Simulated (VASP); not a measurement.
**F: single point with PBEsol**

The system is F.

```
F
1.0
     3.21216   -1.84614   -0.24775
     3.21216    1.84614   -0.24775
    -2.41530    0.00000    7.39328
F
4
Direct
  0.08485 0.08485 0.09001
  0.91515 0.91515 0.90999
  0.50157 0.50157 0.59372
  0.49843 0.49843 0.40628
```

| Item | Value |
| --- | --- |
| Program | VASP 6.6.1 |
| Task | single point |
| Functional | PBEsol |
| Potentials or basis | VASP PAW PBE potentials, release 64 (F) |
| Cutoff | 520 eV |
| k mesh | 4 × 4 × 2 |
| Occupations | gaussian, width 0.05 eV |
| Spin | no spin polarisation |
| Dipole correction | no |
| Further INCAR settings | ALGO = Normal; EDIFF = 1e-07; NBANDS = 22 |

```json
{"Pressure": "-1.6 GPa", "Largest force": "1.284 eV/Å", "Band gap on the k mesh": "2.59 eV, indirect (least direct gap 2.63 eV)"}
```

Forces in eV/Å, atoms in the order of the input:
```
F    0.056  0.000  0.133
F   -0.056  0.000 -0.133
F    0.383  0.000 -1.225
F   -0.383  0.000  1.225
```

Stress tensor (GPa, compression positive):
```
-0.76  0.00  1.11
 0.00 -0.52  0.00
 1.11  0.00 -3.48
```

Levels at points of the mesh, in eV from the valence-band top:
```
           k point  band 10  band 11  band 12  band 13  band 14  band 15  band 16  band 17  band 18  band 19
(0.00, 0.00, 0.00)    -3.23    -0.33    -0.23    -0.10    -0.04     2.59     3.53     8.52    10.97    11.65
(0.50, 0.00, 0.00)    -3.31    -0.38    -0.32    -0.19    -0.10     2.76     3.47    12.21    12.31    13.77
(0.50, 0.50, 0.00)    -3.29    -0.35    -0.28    -0.12     0.00     2.74     3.45    12.60    12.67    12.80
(0.00, 0.00, 0.50)    -3.23    -0.33    -0.23    -0.12    -0.04     2.69     3.40     9.31     9.33    14.31
(0.50, 0.00, 0.50)    -3.30    -0.43    -0.33    -0.16    -0.05     2.71     3.50    12.09    12.87    13.19
(0.50, 0.50, 0.50)    -3.32    -0.38    -0.24    -0.15    -0.04     2.75     3.47    12.15    12.23    14.14
```

Run time: 12 s on 1 thread of Intel(R) Xeon(R) 6975P-C (Granite Rapids), with other jobs on the host, peak memory 0.19 GiB.

Caveat: the k points lie up to 0.50 Å⁻¹ apart; the PAW data sets were made with another functional, which shifts forces and pressure a little. PBEsol gaps usually lie below the measured ones, often by a third to a half.
